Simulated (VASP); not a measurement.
Input of a VASP 6.6.1 run:

INCAR

```
SYSTEM = TiCl2
  ALGO = Normal
  DIPOL = 0.5 0.5 0.286
  EDIFF = 1E-6
  ENCUT = 520
  GGA = PE
  IDIPOL = 3
  ISIF = 2
  ISMEAR = 0
  LASPH = .True.
  LCHARG = .True.
  LDIPOL = .True.
  LELF = .True.
  LREAL = .False.
  LVACPOTAV = .True.
  LVHAR = .True.
  LWAVE = .False.
  NBANDS = 35
  NELM = 100
  PREC = Accurate
  SIGMA = 0.1
```

Contents of KPOINTS:

```
k-points
0
Gamma
  6 6 1
  0 0 0
```

File POSCAR:

```
TiCl2
1.0
    6.5116976139      0.0107381623      0.0000000000
   -1.6232741478      2.8771704957      0.0000000000
    0.0000000000      0.0000000000     29.7377532000
Ti Cl
2 4
Direct
    0.4916638665     -0.0119374582      0.2904284270
    0.0883247914      0.1008172923      0.2842336189
    0.2870964979      0.2556157381      0.2338662128
    0.8229183858      0.3292861984      0.2290854610
    0.3284893929      0.3056278805      0.3428839136
    0.8148403989      0.3539236820      0.3344940696
```

Potentials or basis: VASP PAW PBE potentials, release 64 (Ti_sv, Cl).

The run is started by

```console
$ cat potpaw_PBE.64/Ti_sv/POTCAR potpaw_PBE.64/Cl/POTCAR > POTCAR
$ mpirun -np 1 vasp_std > vasp.out
```

Question: Estimate the band gap on the k mesh.

Answer: Zero (bands 26 and 27 overlap by 0.07 eV).

Question: Predict the largest force.

Answer: 12.052 eV/Å.

Forces on the atoms (eV/Å):
```
Ti  -0.680 -0.687 -2.308
Ti  -8.647 -4.246  7.242
Cl   6.892  3.475 -8.381
Cl   0.003 -0.192  0.679
Cl   0.658  0.891  1.655
Cl   1.775  0.758  1.112
```

Caveat: semilocal functionals often make such compounds metallic where correlation or magnetic order opens a gap, which also shifts bond lengths.
